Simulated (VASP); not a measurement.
# I (Fd-3m) in VASP: single point with PBE

Aim: the single point of I with PBE.

Everything below comes from runs of VASP 6.6.1. Logs are shortened: lines on timing, memory, paths and dates and some standing lists are left out, and cuts for length are marked.

## 1. The cell of the first run

The structure is cubic, space group Fd-3m (No. 227). Conventional cell: a = 7.906 Å, b = 7.906 Å, c = 7.906 Å, α = 90.00°, β = 90.00°, γ = 90.00°. I (site symmetry -43m) has 4 I at 3.42 Å within 4.5 Å.

## 2. Single point, PBE

INCAR

```
ALGO = Normal
EDIFF = 1E-6
ENCUT = 520
GGA = PE
ISIF = 2
ISMEAR = -1
LASPH = True
LCHARG = True
LELF = True
LREAL = False
LVHAR = True
LWAVE = False
NBANDS = 14
NELM = 100
PREC = Accurate
SIGMA = 0.13605693000000002
```

KPOINTS

```
k-points
0
Gamma
  8 8 8
```

POSCAR

```
I
1.0
    0.0000000000      3.9528207166      3.9528207166
    3.9528207166      0.0000000000      3.9528207166
    3.9528207166      3.9528207166      0.0000000000
I
2
Direct
    0.0000000000      0.0000000000      0.0000000000
    0.2500000000      0.2500000000      0.2500000000
```

Potentials or basis: VASP PAW PBE potentials, release 64 (I).

Command:

```console
cat potpaw_PBE.64/I/POTCAR > POTCAR
mpirun -np 1 vasp_std > vasp.out
```

OUTCAR:

```text
EDIFF = 1E-6
   ENCUT = 520
   GGA = PE
   ISIF = 2
   ISMEAR = -1
   LASPH = True
   LREAL = False
   NELM = 100
   PREC = Accurate

 ion  position               nearest neighbor table
   1  0.000  0.000  0.000-   2 3.42   2 3.42   2 3.42   2 3.42
   2  0.250  0.250  0.250-   1 3.42   1 3.42   1 3.42   1 3.42

  LATTYP: Found a face centered cubic cell.
 ALAT       =     7.9056414332

  Lattice vectors:

 A1 = (   0.0000000000,   3.9528207166,   3.9528207166)
 A2 = (   3.9528207166,   0.0000000000,   3.9528207166)
 A3 = (   3.9528207166,   3.9528207166,   0.0000000000)

Analysis of symmetry for initial positions (statically):
=====================================================================
 Subroutine PRICEL returns:
 Original cell was already a primitive cell.

 Routine SETGRP: Setting up the symmetry group for a
 face centered cubic supercell.

 Subroutine GETGRP returns: Found 48 space group operations
 (whereof 24 operations were pure point group operations)
 out of a pool of 48 trial point group operations.

The static configuration has the point symmetry T_d .
 The point group associated with its full space group is O_h .

Analysis of symmetry for dynamics (positions and initial velocities):
=====================================================================
 Subroutine PRICEL returns:
 Original cell was already a primitive cell.

 Routine SETGRP: Setting up the symmetry group for a
 face centered cubic supercell.

 Subroutine GETGRP returns: Found 48 space group operations
 (whereof 24 operations were pure point group operations)
 out of a pool of 48 trial point group operations.

The dynamic configuration has the point symmetry T_d .
 The point group associated with its full space group is O_h .

 Subroutine INISYM returns: Found 48 space group operations
 (whereof 24 operations are pure point group operations),
 and found     1 'primitive' translations

----------------------------------------------------------------------------------------

                                     Primitive cell

  volume of cell :     123.5240

  direct lattice vectors                    reciprocal lattice vectors
     0.000000000  3.952820717  3.952820717    -0.126491950  0.126491950  0.126491950
     3.952820717  0.000000000  3.952820717     0.126491950 -0.126491950  0.126491950
     3.952820717  3.952820717  0.000000000     0.126491950  0.126491950 -0.126491950

  length of vectors
     5.590132667  5.590132667  5.590132667     0.219090484  0.219090484  0.219090484

  position of ions in fractional coordinates (direct lattice)
     0.000000000  0.000000000  0.000000000
     0.250000000  0.250000000  0.250000000

  ion indices of the primitive-cell ions
   primitive index   ion index
                 1           1
                 2           2

----------------------------------------------------------------------------------------

 KPOINTS: k-points

Automatic generation of k-mesh.
 Grid dimensions read from file:
 generate k-points for:    8    8    8

 Generating k-lattice:

  Cartesian coordinates                     Fractional coordinates (reciprocal lattice)
    -0.015811494  0.015811494  0.015811494     0.125000000  0.000000000  0.000000000
     0.015811494 -0.015811494  0.015811494     0.000000000  0.125000000  0.000000000
     0.015811494  0.015811494 -0.015811494     0.000000000  0.000000000  0.125000000

  Length of vectors
     0.027386310  0.027386310  0.027386310

  Shift w.r.t. Gamma in fractional coordinates (k-lattice)
     0.000000000  0.000000000  0.000000000

 Subroutine IBZKPT returns following result:
 ===========================================

 Found     29 irreducible k-points:

 Following reciprocal coordinates:
            Coordinates               Weight
  0.000000  0.000000  0.000000      1.000000
  0.125000  0.000000  0.000000      8.000000
  0.250000  0.000000  0.000000      8.000000
  0.375000  0.000000  0.000000      8.000000
  0.500000  0.000000  0.000000      4.000000
  0.125000  0.125000  0.000000      6.000000
[... 16 lines left out ...]
  0.500000  0.250000  0.125000     48.000000
 -0.375000  0.250000  0.125000     24.000000
 [... further k-points ...]
   k-points           NKPTS =     29   k-points in BZ     NKDIM =     29   number of bands    NBANDS=     14
   number of dos      NEDOS =    301   number of ions     NIONS =      2
   total plane-waves  NPLWV =  74088
   dimension x,y,z NGX =    42 NGY =   42 NGZ =   42
   dimension x,y,z NGXF=    84 NGYF=   84 NGZF=   84
   ions per type =               2
   NGX,Y,Z   is equivalent  to a cutoff of  12.49, 12.49, 12.49 a.u.
   NGXF,Y,Z  is equivalent  to a cutoff of  24.98, 24.98, 24.98 a.u.
 SYSTEM =  unknown system
   PREC   = accura    normal or accurate (medium, high low for compatibility)
   ISTART =      0    job   : 0-new  1-cont  2-samecut
   ICHARG =      2    charge: 1-file 2-atom 10-const
   ISPIN  =      1    spin polarized calculation?
   LNONCOLLINEAR =      F non collinear calculations
   LSORBIT =      F    spin-orbit coupling
   LASPH  =      T    aspherical Exc in radial PAW
   ENCUT  =  520.0 eV  38.22 Ry    6.18 a.u.  10.39 10.39 10.39*2*pi/ulx,y,z
   NELM   =    100;   NELMIN=  2; NELMDL= -5     # of ELM steps
   EDIFF  = 0.1E-05   stopping-criterion for ELM
   LREAL  =      F    real-space projection
   EDIFFG = 0.1E-04   stopping-criterion for IOM
   NSW    =      0    number of steps for IOM
   IBRION =     -1    ionic relax: 0-MD 1-quasi-New 2-CG
   NFREE  =      0    steps in history (QN), initial steepest desc. (CG)
   ISIF   =      2    stress and relaxation
   ISYM   =      2    0-nonsym 1-usesym 2-fastsym
   POTIM  = 0.5000    time-step for ionic-motion
   TEBEG  =    0.0;   TEEND  =   0.0 temperature during run
   PSTRESS=    0.0 pullay stress
   NELECT =      14.0000    total number of electrons
   NUPDOWN=      -1.0000    fix difference up-down
   EMIN   =  10.00;   EMAX   =-10.00  energy-range for DOS
   EFERMI =   0.00;   METHOD = LEGACY
   ISMEAR =    -1;   SIGMA  =   0.14  broadening in eV -4-tet -1-fermi 0-gaus
   EFERMI_NEDOS =   21; number of points for ismear=-14 and -15
   IALGO  =     38    algorithm
   IMIX   =      4    mixing-type and parameters
     AMIX     =   0.40;   BMIX     =  1.00
     AMIX_MAG =   1.60;   BMIX_MAG =  1.00
  volume/ion in A,a.u.               =      61.76       416.79
  Fermi-wavevector in a.u.,A,eV,Ry     =   0.792259  1.497152  8.540023  0.627674
  Thomas-Fermi vector in A             =   1.897962
   LORBIT       =      0    0 simple, 1 ext, 2 COOP (PROOUT), +10 PAW based schemes
   GGA     = PE    functional components
   LHFCALC =     F    Hartree Fock is set to
   AEXX    =    0.0000 exact exchange contribution
   IVDW    =     0    specifies the selected vdW correction
   LEPSILON=     F    determine dielectric tensor
   LRPA    =     F    only Hartree local field effects (RPA)
 non-spin polarized calculation
  energy-cutoff  :      520.00
  volume of cell :      123.52
 maximum number of plane-waves:      3383
 NGX is ok and might be reduce to    42
   NGX = 21   NGY = 21   NGZ = 21

 number of electron      14.0000001 magnetization

 Free energy of the ion-electron system (eV)
  ---------------------------------------------------
  ext. energy  EPLUGINS =         0.00000000
  ---------------------------------------------------
  free energy    TOTEN  =        -2.08783723 eV

  energy without entropy =       -1.82116667  energy(sigma->0) =       -1.95450195

 E-fermi :   0.1190     XC(G=0):  -6.3333

 val. band max:        0.1185705474   @ k =   0.3750   0.2500   0.0000
 cond. band min:       0.1491154411   @ k =  -0.3750   0.1250   0.0000
 fundamental gap:      0.0305448938
 Fermi energy:         0.1189547580

 k-point     1 :       0.0000    0.0000    0.0000
  band No.  band energies     occupation
      1     -12.6268      2.00000
      2     -10.8896      2.00000
      3      -2.3175      2.00000
      4      -2.3175      2.00000
      5      -2.3175      2.00000
      6      -0.6577      1.99339
      7      -0.6577      1.99339
      8      -0.6577      1.99339
      9       4.6072      0.00000
     10       7.1271      0.00000
     11       7.1271      0.00000
     12       8.4082      0.00000
     13       8.4082      0.00000
     14       8.4082      0.00000

 k-point     2 :       0.1250    0.0000    0.0000
  band No.  band energies     occupation
      1     -12.5856      2.00000
      2     -10.9506      2.00000
      3      -2.3762      2.00000
      4      -2.3762      2.00000
      5      -2.3588      2.00000
      6      -0.5917      1.98928
      7      -0.5731      1.98772
      8      -0.5731      1.98772
      9       4.8591      0.00000
     10       6.9502      0.00000
     11       6.9502      0.00000
     12       8.2379      0.00000
     13       8.8551      0.00000
     14       8.8551      0.00000

 k-point     3 :       0.2500    0.0000    0.0000
  band No.  band energies     occupation
      1     -12.4722      2.00000
      2     -11.1112      2.00000
      3      -2.4990      2.00000
      4      -2.4990      2.00000
      5      -2.4701      2.00000
      6      -0.3890      1.95329
      7      -0.3890      1.95329
      8      -0.3869      1.95258
      9       5.4472      0.00000
     10       6.8150      0.00000
     11       6.8150      0.00000
     12       7.9798      0.00000
     13       8.8324      0.00000
     14       9.4384      0.00000
[... 324 lines left out ...]
 k-point    23 :       0.5000    0.2500    0.1250
  band No.  band energies     occupation
      1     -12.2201      2.00000
      2     -11.4334      2.00000
      3      -2.9900      2.00000
      4      -2.7442      2.00000
      5      -2.0081      2.00000
      6      -0.7358      1.99627
      7       0.0124      1.37261
      8       0.2300      0.61308
      9       6.0324      0.00000
     10       6.1691      0.00000
     11       7.3225      0.00000
     12       7.8484      0.00000
     13       8.8920      0.00000
     14       9.3498      0.00000

 k-point    24 :      -0.3750    0.2500    0.1250
  band No.  band energies     occupation
      1     -12.1336      2.00000
      2     -11.5346      2.00000
      3      -3.0503      2.00000
      4      -2.7845      2.00000
      5      -1.9854      2.00000
      6      -0.6842      1.99455
      7       0.0639      1.19972
      8       0.3037      0.40915
      9       5.9359      0.00000
     10       6.2884      0.00000
     11       7.2805      0.00000
     12       7.7928      0.00000
     13       8.7662      0.00000
     14       9.5438      0.00000

 [... further k-points ...]
[... 5 lines left out ...]
  --------------------------------------------------------------------------------------
  -------------------------------------------------------------------------------------
  Total       -0.0052889     -0.0052889     -0.0052889      0.0000000      0.0000000      0.0000000
  in kB       -0.0686005     -0.0686005     -0.0686005      0.0000000      0.0000000      0.0000000
  external PRESSURE =      -0.0686005 kB  Pullay stress =       0.0000000 kB

 VOLUME and BASIS-vectors are now :
 -----------------------------------------------------------------------------
  energy-cutoff  :      520.00
  volume of cell :      123.52
      direct lattice vectors                 reciprocal lattice vectors
     0.000000000  3.952820717  3.952820717    -0.126491950  0.126491950  0.126491950
     3.952820717  0.000000000  3.952820717     0.126491950 -0.126491950  0.126491950
     3.952820717  3.952820717  0.000000000     0.126491950  0.126491950 -0.126491950

 POSITION                                       TOTAL-FORCE (eV/Angst)
 -----------------------------------------------------------------------------------
      0.00000      0.00000      0.00000         0.000000      0.000000      0.000000
      1.97641      1.97641      1.97641        -0.000000     -0.000000     -0.000000
 -----------------------------------------------------------------------------------
    total drift:                               -0.000000     -0.000000     -0.000000

  FREE ENERGIE OF THE ION-ELECTRON SYSTEM (eV)
  ---------------------------------------------------
  free  energy   TOTEN  =        -2.0878372284 eV

  energy  without entropy=       -1.8211666662  energy(sigma->0) =       -1.95450195
```

Wall time 61 s (1 thread of Intel Xeon 8259CL, shared host); peak memory 0.26 GiB.

What came out:

```yaml
Free_energy: -2.0878 eV
Pressure: 0.0 GPa
Band_gap_on_the_k_mesh: zero (band 7 reaches 0.46 eV, above the bottom of band 8 at -0.66 eV)
```

Caveat: spin-orbit coupling is left out, which moves the levels of the heavy elements.
